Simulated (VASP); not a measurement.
# Gd (Im-3m) in VASP: a series of runs, part 2 of 4

VASP 6.6.1. Earlier steps stand in the parts before.

## 3. Electric field gradients, PBE, collinear spin, ferromagnetic start (volume scaled by 1.05)

File INCAR:

```
SYSTEM = Gd
  PREC = Accurate
  ENCUT = 520
  EDIFF = 1E-8
  ISMEAR = -1
  SIGMA = 0.08
  LREAL = .False.
  LASPH = .True.
  NELM = 150
  ALGO = Normal
  ISIF = 2
  LWAVE = .False.
  LCHARG = .False.
  ISPIN = 2
  MAGMOM = 7
  LORBIT = 11
  LMAXMIX = 6
  GGA = PE
  LEFG = .True.
  NBANDS = 19
```

File KPOINTS:

```
regular mesh
0
Gamma
  14 14 14
  0 0 0
```

File POSCAR:

```
Gd
1.0
   -2.0582026226      2.0582026226      2.0582026226
    2.0582026226     -2.0582026226      2.0582026226
    2.0582026226      2.0582026226     -2.0582026226
Gd
1
Direct
    0.0000000000      0.0000000000      0.0000000000
```

Potentials or basis: VASP PAW PBE potentials, release 64 (Gd).

The run is started by

```sh
> cat potpaw_PBE.64/Gd/POTCAR > POTCAR
> mpirun -np 1 vasp_std > vasp.out
```

OUTCAR:

```text
SYSTEM = Gd
   PREC = Accurate
   ENCUT = 520
   EDIFF = 1E-8
   ISMEAR = -1
   LREAL = .False.
   LASPH = .True.
   NELM = 150
   ISIF = 2
   ISPIN = 2
   LORBIT = 11
   GGA = PE

 ion  position               nearest neighbor table
   1  0.000  0.000  0.000-

  LATTYP: Found a body centered cubic cell.
 ALAT       =     4.1164052452

  Lattice vectors:

 A1 = (  -2.0582026226,   2.0582026226,   2.0582026226)
 A2 = (   2.0582026226,  -2.0582026226,   2.0582026226)
 A3 = (   2.0582026226,   2.0582026226,  -2.0582026226)

Analysis of symmetry for initial positions (statically):
=====================================================================
 Subroutine PRICEL returns:
 Original cell was already a primitive cell.

 Routine SETGRP: Setting up the symmetry group for a
 body centered cubic supercell.

 Subroutine GETGRP returns: Found 48 space group operations
 (whereof 48 operations were pure point group operations)
 out of a pool of 48 trial point group operations.

The static configuration has the point symmetry O_h .

Analysis of symmetry for dynamics (positions and initial velocities):
=====================================================================
 Subroutine PRICEL returns:
 Original cell was already a primitive cell.

 Routine SETGRP: Setting up the symmetry group for a
 body centered cubic supercell.

 Subroutine GETGRP returns: Found 48 space group operations
 (whereof 48 operations were pure point group operations)
 out of a pool of 48 trial point group operations.

The dynamic configuration has the point symmetry O_h .

Analysis of structural, dynamic, and magnetic symmetry:
=====================================================================
 Subroutine PRICEL returns:
 Original cell was already a primitive cell.

 Routine SETGRP: Setting up the symmetry group for a
 body centered cubic supercell.

 Subroutine GETGRP returns: Found 48 space group operations
 (whereof 48 operations were pure point group operations)
 out of a pool of 48 trial point group operations.

The overall configuration has the point symmetry O_h .

 Subroutine INISYM returns: Found 48 space group operations
 (whereof 48 operations are pure point group operations),
 and found     1 'primitive' translations

----------------------------------------------------------------------------------------

                                     Primitive cell

  volume of cell :      34.8758

  direct lattice vectors                    reciprocal lattice vectors
    -2.058202623  2.058202623  2.058202623     0.000000000  0.242930407  0.242930407
     2.058202623 -2.058202623  2.058202623     0.242930407  0.000000000  0.242930407
     2.058202623  2.058202623 -2.058202623     0.242930407  0.242930407  0.000000000

  length of vectors
     3.564911515  3.564911515  3.564911515     0.343555476  0.343555476  0.343555476

  position of ions in fractional coordinates (direct lattice)
     0.000000000  0.000000000  0.000000000

  ion indices of the primitive-cell ions
   primitive index   ion index
                 1           1

[... 93 lines left out ...]
  Fermi-wavevector in a.u.,A,eV,Ry     =   1.313180  2.481550 23.462448  1.724441
  Thomas-Fermi vector in A             =   2.443521
   LORBIT       =     11    0 simple, 1 ext, 2 COOP (PROOUT), +10 PAW based schemes
   GGA     = PE    functional components
   LHFCALC =     F    Hartree Fock is set to
   AEXX    =    0.0000 exact exchange contribution
   IVDW    =     0    specifies the selected vdW correction
   LEPSILON=     F    determine dielectric tensor
   LRPA    =     F    only Hartree local field effects (RPA)
 spin polarized calculation
  energy-cutoff  :      520.00
  volume of cell :       34.88
 maximum number of plane-waves:       962
   NGX = 13   NGY = 13   NGZ = 13

 number of electron      17.9999999 magnetization       7.6316174

 Free energy of the ion-electron system (eV)
  ---------------------------------------------------
  ext. energy  EPLUGINS =         0.00000000
  ---------------------------------------------------
  free energy    TOTEN  =       -11.62929447 eV

  energy without entropy =      -11.57371440  energy(sigma->0) =      -11.60150444

 E-fermi :   2.7308     XC(G=0):  -9.7433

 val. band max:        2.7246180093   @ k =   0.3571   0.0000   0.0000
 cond. band min:       2.7307651527   @ k =  -0.4286  -0.4286   0.0714
 fundamental gap:      0.0061471434
 Fermi energy:         2.7307556019

 spin component 1

 k-point     1 :       0.0000    0.0000    0.0000
  band No.  band energies     occupation
      1     -42.6228      1.00000
      2     -19.6986      1.00000
      3     -19.6986      1.00000
      4     -19.6986      1.00000
      5      -2.2656      1.00000
      6      -2.1853      1.00000
[... 517 lines left out ...]
     18      10.3100      0.00000
     19      11.3684      0.00000

 [... further k-points ...]

 spin component 2

 k-point     1 :       0.0000    0.0000    0.0000
  band No.  band energies     occupation
      1     -39.3821      1.00000
      2     -17.2997      1.00000
      3     -17.2997      1.00000
      4     -17.2997      1.00000
      5      -1.3897      1.00000
      6       3.0924      0.01076
[... 517 lines left out ...]
     18      11.7031      0.00000
     19      12.7118      0.00000

 [... further k-points ...]

------------------------ aborting loop because EDIFF is reached ----------------------------------------

  FORCE on cell =-STRESS in cart. coord.  units (eV):
  Direction    XX          YY          ZZ          XY          YZ          ZX
  --------------------------------------------------------------------------------------
  -------------------------------------------------------------------------------------
  Total       -0.2840316     -0.2840316     -0.2840316      0.0000000      0.0000000      0.0000000
  in kB      -13.0482681    -13.0482681    -13.0482681      0.0000000      0.0000000      0.0000000
  external PRESSURE =     -13.0482681 kB  Pullay stress =       0.0000000 kB

 VOLUME and BASIS-vectors are now :
 -----------------------------------------------------------------------------
  energy-cutoff  :      520.00
  volume of cell :       34.88
      direct lattice vectors                 reciprocal lattice vectors
    -2.058202623  2.058202623  2.058202623     0.000000000  0.242930407  0.242930407
     2.058202623 -2.058202623  2.058202623     0.242930407  0.000000000  0.242930407
     2.058202623  2.058202623 -2.058202623     0.242930407  0.242930407  0.000000000

 POSITION                                       TOTAL-FORCE (eV/Angst)
 -----------------------------------------------------------------------------------
      0.00000      0.00000      0.00000         0.000000      0.000000      0.000000
 -----------------------------------------------------------------------------------
    total drift:                               -0.000000     -0.000000      0.000000

  FREE ENERGIE OF THE ION-ELECTRON SYSTEM (eV)
  ---------------------------------------------------
  free  energy   TOTEN  =       -11.6292944682 eV

  energy  without entropy=      -11.5737144037  energy(sigma->0) =      -11.60150444

 Electric field gradients (V/A^2)
---------------------------------------------------------------------
 ion       V_xx      V_yy      V_zz      V_xy      V_xz      V_yz
---------------------------------------------------------------------
   1       0.000    -0.000    -0.000     0.002     0.002     0.002
---------------------------------------------------------------------

 Electric field gradients after diagonalization (V/A^2)
 (convention: |V_zz| > |V_xx| > |V_yy|)
----------------------------------------------------------------------
 ion       V_xx      V_yy      V_zz     asymmetry (V_yy - V_xx)/ V_zz
----------------------------------------------------------------------
   1      -0.002    -0.002     0.005       0.000
----------------------------------------------------------------------

           NMR quadrupolar parameters

 Cq : quadrupolar parameter    Cq=e*Q*V_zz/h
 eta: asymmetry parameters     (V_yy - V_xx)/ V_zz
 Q  : nuclear electric quadrupole moment in mb (millibarn)
----------------------------------------------------------------------
 ion       Cq(MHz)       eta       Q (mb)
----------------------------------------------------------------------
   1       0.000       0.000       1.000
----------------------------------------------------------------------

 total charge

# of ion       s       p       d       f       tot
--------------------------------------------------
    1        2.069   5.565   0.553   6.997  15.184

 magnetization (x)

# of ion       s       p       d       f       tot
--------------------------------------------------
    1        0.001  -0.057   0.234   6.806   6.984
```

stdout:

```text
POSCAR found type information on POSCAR Gd
 POSCAR found :  1 types and       1 ions
 scaLAPACK will be used
 LDA part: xc-table for (Slater+PW92), standard interpolation
 POSCAR, INCAR and KPOINTS ok, starting setup
 FFT: planning ... GRIDC
 FFT: planning ... GRID_SOFT
 FFT: planning ... GRID
 WAVECAR not read
 entering main loop
ion   1
```

Wall time 3.3 min (1 thread of Intel Xeon 6975P-C (Granite Rapids), shared host); peak memory 0.26 GiB.

Results:

```
Free energy                                           : -11.6293 eV
Pressure                                              : -1.3 GPa
Net moment                                            : 7.63 μB per cell
Site moments                                          : Gd +6.98 μB
Valence electrons inside the program's atomic spheres : Gd 15.18
```

Levels at points of the mesh, in eV from the Fermi level:
Spin up:
```tsv
k point	band 10	band 11	band 12	band 13	band 14	band 15	band 16	band 17
(0.00, 0.00, 0.00)	-4.81	-4.81	-4.78	1.27	1.27	1.27	3.38	3.38
(0.50, 0.00, 0.00)	-4.81	-4.80	-2.34	-0.24	0.90	3.26	4.00	5.81
(0.50, 0.50, 0.50)	-4.79	-4.79	-1.77	-1.77	5.19	5.19	5.19	5.54
```
Spin down:
```
           k point  band 2  band 3  band 4  band 5  band 6  band 7  band 8  band 9
(0.00, 0.00, 0.00)  -20.03  -20.03  -20.03   -4.12    0.36    0.36    0.36    0.64
(0.50, 0.00, 0.00)  -20.75  -20.26  -20.04   -1.43    0.37    0.41    0.49    0.58
(0.50, 0.50, 0.50)  -20.52  -20.52  -20.52   -0.98   -0.98    0.42    0.47    0.47
```

Caveat: without QUAD_EFG the Cq values of the log hold for a quadrupole moment of 1 mb, not for the nuclei; spin-orbit coupling is left out, which moves the levels of the heavy elements. The state reached can hang on the start; a lower one may exist.

## 4. Electric field gradients, PBE, collinear spin, ferromagnetic start (volume scaled by 0.975)

File INCAR:

```
SYSTEM = Gd
PREC = Accurate
ENCUT = 520
EDIFF = 1E-8
ISMEAR = -1
SIGMA = 0.08
LREAL = .False.
LASPH = .True.
NELM = 150
ALGO = Normal
ISIF = 2
LWAVE = .False.
LCHARG = .False.
ISPIN = 2
MAGMOM = 7
LORBIT = 11
LMAXMIX = 6
GGA = PE
LEFG = .True.
NBANDS = 19
```

KPOINTS is that of step 3.

File POSCAR:

```
Gd
1.0
   -2.0079823887      2.0079823887      2.0079823887
    2.0079823887     -2.0079823887      2.0079823887
    2.0079823887      2.0079823887     -2.0079823887
Gd
1
Direct
    0.0000000000      0.0000000000      0.0000000000
```

Potentials or basis: VASP PAW PBE potentials, release 64 (Gd).

The run is started by

```sh
> cat potpaw_PBE.64/Gd/POTCAR > POTCAR
> mpirun -np 1 vasp_std > vasp.out
```

OUTCAR:

```text
SYSTEM = Gd
   PREC = Accurate
   ENCUT = 520
   EDIFF = 1E-8
   ISMEAR = -1
   LREAL = .False.
   LASPH = .True.
   NELM = 150
   ISIF = 2
   ISPIN = 2
   LORBIT = 11
   GGA = PE

 ion  position               nearest neighbor table
   1  0.000  0.000  0.000-

  LATTYP: Found a body centered cubic cell.
 ALAT       =     4.0159647774

  Lattice vectors:

 A1 = (  -2.0079823887,   2.0079823887,   2.0079823887)
 A2 = (   2.0079823887,  -2.0079823887,   2.0079823887)
 A3 = (   2.0079823887,   2.0079823887,  -2.0079823887)

Analysis of symmetry for initial positions (statically):
=====================================================================
 Subroutine PRICEL returns:
 Original cell was already a primitive cell.

 Routine SETGRP: Setting up the symmetry group for a
 body centered cubic supercell.

 Subroutine GETGRP returns: Found 48 space group operations
 (whereof 48 operations were pure point group operations)
 out of a pool of 48 trial point group operations.

The static configuration has the point symmetry O_h .

Analysis of symmetry for dynamics (positions and initial velocities):
=====================================================================
 Subroutine PRICEL returns:
 Original cell was already a primitive cell.

 Routine SETGRP: Setting up the symmetry group for a
 body centered cubic supercell.

 Subroutine GETGRP returns: Found 48 space group operations
 (whereof 48 operations were pure point group operations)
 out of a pool of 48 trial point group operations.

The dynamic configuration has the point symmetry O_h .

Analysis of structural, dynamic, and magnetic symmetry:
=====================================================================
 Subroutine PRICEL returns:
 Original cell was already a primitive cell.

 Routine SETGRP: Setting up the symmetry group for a
 body centered cubic supercell.

 Subroutine GETGRP returns: Found 48 space group operations
 (whereof 48 operations were pure point group operations)
 out of a pool of 48 trial point group operations.

The overall configuration has the point symmetry O_h .

 Subroutine INISYM returns: Found 48 space group operations
 (whereof 48 operations are pure point group operations),
 and found     1 'primitive' translations

----------------------------------------------------------------------------------------

                                     Primitive cell

  volume of cell :      32.3847

  direct lattice vectors                    reciprocal lattice vectors
    -2.007982389  2.007982389  2.007982389     0.000000000  0.249006168  0.249006168
     2.007982389 -2.007982389  2.007982389     0.249006168  0.000000000  0.249006168
     2.007982389  2.007982389 -2.007982389     0.249006168  0.249006168  0.000000000

  length of vectors
     3.477927518  3.477927518  3.477927518     0.352147900  0.352147900  0.352147900

  position of ions in fractional coordinates (direct lattice)
     0.000000000  0.000000000  0.000000000

  ion indices of the primitive-cell ions
   primitive index   ion index
                 1           1

[... 93 lines left out ...]
  Fermi-wavevector in a.u.,A,eV,Ry     =   1.346023  2.543614 24.650730  1.811778
  Thomas-Fermi vector in A             =   2.473888
   LORBIT       =     11    0 simple, 1 ext, 2 COOP (PROOUT), +10 PAW based schemes
   GGA     = PE    functional components
   LHFCALC =     F    Hartree Fock is set to
   AEXX    =    0.0000 exact exchange contribution
   IVDW    =     0    specifies the selected vdW correction
   LEPSILON=     F    determine dielectric tensor
   LRPA    =     F    only Hartree local field effects (RPA)
 spin polarized calculation
  energy-cutoff  :      520.00
  volume of cell :       32.38
 maximum number of plane-waves:       911
 NGX is ok and might be reduce to    28
   NGX = 13   NGY = 13   NGZ = 13

 number of electron      18.0000000 magnetization       7.6146462

 Free energy of the ion-electron system (eV)
  ---------------------------------------------------
  ext. energy  EPLUGINS =         0.00000000
  ---------------------------------------------------
  free energy    TOTEN  =       -11.63135174 eV

  energy without entropy =      -11.58518231  energy(sigma->0) =      -11.60826703

 E-fermi :   3.0836     XC(G=0): -10.0685

 val. band max:        3.0795866697   @ k =  -0.3571  -0.4286   0.0714
 cond. band min:       3.0890438530   @ k =   0.2857   0.2143   0.1429
 fundamental gap:      0.0094571832
 Fermi energy:         3.0836105913

 spin component 1

 k-point     1 :       0.0000    0.0000    0.0000
  band No.  band energies     occupation
      1     -42.1691      1.00000
      2     -19.1728      1.00000
      3     -19.1728      1.00000
      4     -19.1728      1.00000
      5      -2.0278      1.00000
      6      -1.7753      1.00000
[... 517 lines left out ...]
     18      11.3183      0.00000
     19      12.4365      0.00000

 [... further k-points ...]

 spin component 2

 k-point     1 :       0.0000    0.0000    0.0000
  band No.  band energies     occupation
      1     -38.9281      1.00000
      2     -16.7648      1.00000
      3     -16.7648      1.00000
      4     -16.7648      1.00000
      5      -1.1351      1.00000
      6       3.5020      0.00532
[... 517 lines left out ...]
     18      12.7355      0.00000
     19      13.7966      0.00000

 [... further k-points ...]

------------------------ aborting loop because EDIFF is reached ----------------------------------------

  FORCE on cell =-STRESS in cart. coord.  units (eV):
  Direction    XX          YY          ZZ          XY          YZ          ZX
  --------------------------------------------------------------------------------------
  -------------------------------------------------------------------------------------
  Total        0.1984997      0.1984997      0.1984997      0.0000000     -0.0000000      0.0000000
  in kB        9.8204346      9.8204346      9.8204346      0.0000000     -0.0000000      0.0000000
  external PRESSURE =       9.8204346 kB  Pullay stress =       0.0000000 kB

 VOLUME and BASIS-vectors are now :
 -----------------------------------------------------------------------------
  energy-cutoff  :      520.00
  volume of cell :       32.38
      direct lattice vectors                 reciprocal lattice vectors
    -2.007982389  2.007982389  2.007982389     0.000000000  0.249006168  0.249006168
     2.007982389 -2.007982389  2.007982389     0.249006168  0.000000000  0.249006168
     2.007982389  2.007982389 -2.007982389     0.249006168  0.249006168  0.000000000

 POSITION                                       TOTAL-FORCE (eV/Angst)
 -----------------------------------------------------------------------------------
      0.00000      0.00000      0.00000         0.000000      0.000000     -0.000000
 -----------------------------------------------------------------------------------
    total drift:                               -0.000000     -0.000000     -0.000000

  FREE ENERGIE OF THE ION-ELECTRON SYSTEM (eV)
  ---------------------------------------------------
  free  energy   TOTEN  =       -11.6313517391 eV

  energy  without entropy=      -11.5851823142  energy(sigma->0) =      -11.60826703

 Electric field gradients (V/A^2)
---------------------------------------------------------------------
 ion       V_xx      V_yy      V_zz      V_xy      V_xz      V_yz
---------------------------------------------------------------------
   1       0.000     0.000    -0.000    -0.000    -0.000    -0.000
---------------------------------------------------------------------

 Electric field gradients after diagonalization (V/A^2)
 (convention: |V_zz| > |V_xx| > |V_yy|)
----------------------------------------------------------------------
 ion       V_xx      V_yy      V_zz     asymmetry (V_yy - V_xx)/ V_zz
----------------------------------------------------------------------
   1       0.000     0.000    -0.001       0.000
----------------------------------------------------------------------

           NMR quadrupolar parameters

 Cq : quadrupolar parameter    Cq=e*Q*V_zz/h
 eta: asymmetry parameters     (V_yy - V_xx)/ V_zz
 Q  : nuclear electric quadrupole moment in mb (millibarn)
----------------------------------------------------------------------
 ion       Cq(MHz)       eta       Q (mb)
----------------------------------------------------------------------
   1      -0.000       0.000       1.000
----------------------------------------------------------------------

 total charge

# of ion       s       p       d       f       tot
--------------------------------------------------
    1        2.073   5.560   0.597   6.984  15.214

 magnetization (x)

# of ion       s       p       d       f       tot
--------------------------------------------------
    1        0.002  -0.057   0.240   6.814   6.998
```

Run time: 9.8 min. Hardware: 1 thread of Intel Xeon 8259CL, shared host; peak memory 0.27 GiB.

What came out:

```
Free energy                                           : -11.6314 eV
Pressure                                              : 1.0 GPa
Net moment                                            : 7.61 μB per cell
Site moments                                          : Gd +7.00 μB
Valence electrons inside the program's atomic spheres : Gd 15.21
```

Caveat: without QUAD_EFG the Cq values of the log hold for a quadrupole moment of 1 mb, not for the nuclei; spin-orbit coupling is left out, which moves the levels of the heavy elements. The state reached can hang on the start; a lower one may exist.

(Continued in part 3 of 4.)
